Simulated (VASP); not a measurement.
# BN (F-43m) in VASP: notebook, part 2 of 2

VASP 6.6.1.

### 3 Relaxation of cell and atoms, PBE

INCAR

```
SYSTEM = BN
PREC = Accurate ; ENCUT = 600
EDIFF = 1E-6 ; ISMEAR = 0
SIGMA = 0.02 ; LREAL = .False.
LASPH = .True. ; NELM = 80
ALGO = Normal ; ISIF = 3
LWAVE = .False. ; LCHARG = .False.
GGA = PE ; IBRION = 2
NSW = 80 ; EDIFFG = -0.01
```

KPOINTS

```
Automatic mesh
0
Gamma
  12 12 12
  0 0 0
```

POSCAR

```
BN
1.0
    0.0000000000      1.8123137455      1.8123137455
    1.8123137455      0.0000000000      1.8123137455
    1.8123137455      1.8123137455      0.0000000000
B N
1 1
Direct
    0.0000000000      0.0000000000      0.0000000000
    0.7500000000      0.7500000000      0.7500000000
```

Potentials or basis: VASP PAW PBE potentials, release 64 (B, N).

Started as:

```console
$ cat potpaw_PBE.64/B/POTCAR potpaw_PBE.64/N/POTCAR > POTCAR
$ mpirun -np 1 vasp_std > vasp.out
```

OUTCAR:

```text
SYSTEM = BN
   PREC = Accurate
   ENCUT = 600
   EDIFF = 1E-6
   ISMEAR = 0
   LREAL = .False.
   LASPH = .True.
   NELM = 80
   ISIF = 3
   GGA = PE
   IBRION = 2
   NSW = 80
   EDIFFG = -0.01

 ion  position               nearest neighbor table
   1  0.000  0.000  0.000-   2 1.57   2 1.57   2 1.57   2 1.57
   2  0.750  0.750  0.750-   1 1.57   1 1.57   1 1.57   1 1.57

  LATTYP: Found a face centered cubic cell.
 ALAT       =     3.6246274910

  Lattice vectors:

 A1 = (   0.0000000000,   1.8123137455,   1.8123137455)
 A2 = (   1.8123137455,   0.0000000000,   1.8123137455)
 A3 = (   1.8123137455,   1.8123137455,   0.0000000000)

Analysis of symmetry for initial positions (statically):
=====================================================================
 Subroutine PRICEL returns:
 Original cell was already a primitive cell.

 Routine SETGRP: Setting up the symmetry group for a
 face centered cubic supercell.

 Subroutine GETGRP returns: Found 24 space group operations
 (whereof 24 operations were pure point group operations)
 out of a pool of 48 trial point group operations.

The static configuration has the point symmetry T_d .

Analysis of symmetry for dynamics (positions and initial velocities):
=====================================================================
 Subroutine PRICEL returns:
 Original cell was already a primitive cell.

 Routine SETGRP: Setting up the symmetry group for a
 face centered cubic supercell.

 Subroutine GETGRP returns: Found 24 space group operations
 (whereof 24 operations were pure point group operations)
 out of a pool of 48 trial point group operations.

The dynamic configuration has the point symmetry T_d .

 Subroutine INISYM returns: Found 24 space group operations
[... 112 lines left out ...]
   ISMEAR =     0;   SIGMA  =   0.02  broadening in eV -4-tet -1-fermi 0-gaus
   EFERMI_NEDOS =   21; number of points for ismear=-14 and -15
   IALGO  =     38    algorithm
   IMIX   =      4    mixing-type and parameters
     AMIX     =   0.40;   BMIX     =  1.00
     AMIX_MAG =   1.60;   BMIX_MAG =  1.00
  volume/ion in A,a.u.               =       5.95        40.17
  Fermi-wavevector in a.u.,A,eV,Ry     =   1.433931  2.709736 27.975711  2.056157
  Thomas-Fermi vector in A             =   2.553395
   LORBIT       =      0    0 simple, 1 ext, 2 COOP (PROOUT), +10 PAW based schemes
   GGA     = PE    functional components
   LHFCALC =     F    Hartree Fock is set to
   AEXX    =    0.0000 exact exchange contribution
   IVDW    =     0    specifies the selected vdW correction
   LEPSILON=     F    determine dielectric tensor
   LRPA    =     F    only Hartree local field effects (RPA)
 conjugate gradient relaxation of ions
 non-spin polarized calculation
 Gauss-broadening in eV      SIGMA  =   0.02
  energy-cutoff  :      600.00
  volume of cell :       11.91
 maximum number of plane-waves:       415
   NGX = 11   NGY = 11   NGZ = 11

 number of electron       7.9999999 magnetization

 Free energy of the ion-electron system (eV)
  ---------------------------------------------------
  ext. energy  EPLUGINS =         0.00000000
  ---------------------------------------------------
  free energy    TOTEN  =       -17.45462980 eV

  energy without entropy =      -17.45462980  energy(sigma->0) =      -17.45462980

 E-fermi :   7.4017     XC(G=0): -12.7828

 val. band max:        7.3045730101   @ k =   0.0000   0.0000   0.0000
 cond. band min:      11.7555843075   @ k =   0.5000   0.5000   0.0000
 fundamental gap:      4.4510112974
 Fermi energy:         7.4017178817

 k-point     1 :       0.0000    0.0000    0.0000
  band No.  band energies     occupation
      1     -12.8358      2.00000
      2       7.3046      2.00000
      3       7.3046      2.00000
      4       7.3046      2.00000
      5      16.0864      0.00000
      6      16.0864      0.00000
      7      16.0864      0.00000
      8      17.5251      0.00000
[... 243 lines left out ...]
 k-point    24 :      -0.4167    0.1667    0.0000
  band No.  band energies     occupation
      1      -8.2963      2.00000
      2      -2.6246      2.00000
      3       3.2083      2.00000
      4       4.7581      2.00000
      5      16.5774      0.00000
      6      19.4119      0.00000
      7      19.4876      0.00000
      8      22.8909      0.00000

 [... further k-points ...]
[... 5 lines left out ...]
  --------------------------------------------------------------------------------------
  -------------------------------------------------------------------------------------
  Total       -0.0009090     -0.0009090     -0.0009090     -0.0000000     -0.0000000      0.0000000
  in kB       -0.1223375     -0.1223375     -0.1223375     -0.0000000     -0.0000000      0.0000000
  external PRESSURE =      -0.1223375 kB  Pullay stress =       0.0000000 kB

 VOLUME and BASIS-vectors are now :
 -----------------------------------------------------------------------------
  energy-cutoff  :      600.00
  volume of cell :       11.91
      direct lattice vectors                 reciprocal lattice vectors
     0.000000000  1.812313746  1.812313746    -0.275890420  0.275890420  0.275890420
     1.812313746  0.000000000  1.812313746     0.275890420 -0.275890420  0.275890420
     1.812313746  1.812313746  0.000000000     0.275890420  0.275890420 -0.275890420

 POSITION                                       TOTAL-FORCE (eV/Angst)
 -----------------------------------------------------------------------------------
      0.00000      0.00000      0.00000         0.000000      0.000000      0.000000
      2.71847      2.71847      2.71847        -0.000000     -0.000000     -0.000000
 -----------------------------------------------------------------------------------
    total drift:                               -0.000000     -0.000000     -0.000000

  FREE ENERGIE OF THE ION-ELECTRON SYSTEM (eV)
  ---------------------------------------------------
  free  energy   TOTEN  =       -17.4546297983 eV

  energy  without entropy=      -17.4546297983  energy(sigma->0) =      -17.45462980

 reached required accuracy - stopping structural energy minimisation
```

OSZICAR:

```text
N       E                     dE             d eps       ncg     rms          rms(c)
DAV:   1     0.148795835522E+02    0.14880E+02   -0.56041E+03  1160   0.110E+03
DAV:   2    -0.181296225618E+02   -0.33009E+02   -0.32025E+02  1584   0.204E+02
DAV:   3    -0.184076936281E+02   -0.27807E+00   -0.27807E+00  1320   0.222E+01
DAV:   4    -0.184080722038E+02   -0.37858E-03   -0.37858E-03  1624   0.705E-01
DAV:   5    -0.184080723279E+02   -0.12411E-06   -0.12407E-06  1296   0.954E-03    0.664E+00
DAV:   6    -0.175395189209E+02    0.86855E+00   -0.34515E+00  1568   0.143E+01    0.324E+00
DAV:   7    -0.174687105255E+02    0.70808E-01   -0.89209E-02  1512   0.300E+00    0.188E+00
DAV:   8    -0.174543339321E+02    0.14377E-01   -0.41487E-02  1360   0.188E+00    0.188E-01
DAV:   9    -0.174545489292E+02   -0.21500E-03   -0.56318E-04  1216   0.263E-01    0.747E-02
DAV:  10    -0.174546250083E+02   -0.76079E-04   -0.13894E-04  1656   0.125E-01    0.156E-02
DAV:  11    -0.174546297835E+02   -0.47752E-05   -0.74156E-06  1320   0.277E-02    0.652E-03
DAV:  12    -0.174546297983E+02   -0.14854E-07   -0.12592E-06   632   0.101E-02
   1 F= -.17454630E+02 E0= -.17454630E+02  d E =-.174546E+02
```

CONTCAR:

```text
BN
   1.00000000000000
     0.0000000000000000    1.8123137455000000    1.8123137455000000
     1.8123137455000000    0.0000000000000000    1.8123137455000000
     1.8123137455000000    1.8123137455000000    0.0000000000000000
  B               N
     1     1
Direct
     0.0000000000000000    0.0000000000000000    0.0000000000000000
     0.7500000000000000    0.7500000000000000    0.7500000000000000

  0.00000000E+00  0.00000000E+00  0.00000000E+00
  0.00000000E+00  0.00000000E+00  0.00000000E+00
```

Run time: 9.7 s. Hardware: 1 thread of Intel Xeon 8259CL, shared host; peak memory 0.12 GiB.

Results:

| Quantity | Value |
| --- | --- |
| Free energy | -17.4546 eV |
| Pressure after relaxing | 0.0 GPa |
| Band gap on the k mesh | 4.45 eV, indirect (least direct gap 8.78 eV) |

Final structure:
```xyz
2
Lattice="0.0000 1.8123 1.8123 1.8123 0.0000 1.8123 1.8123 1.8123 0.0000" Properties=species:S:1:pos:R:3 pbc="T T T"
B     0.0000    0.0000    0.0000
N     2.7185    2.7185    2.7185
```

Caveat: the relaxation stopped at its first step, so nothing moved. A k mesh can miss the band edges.
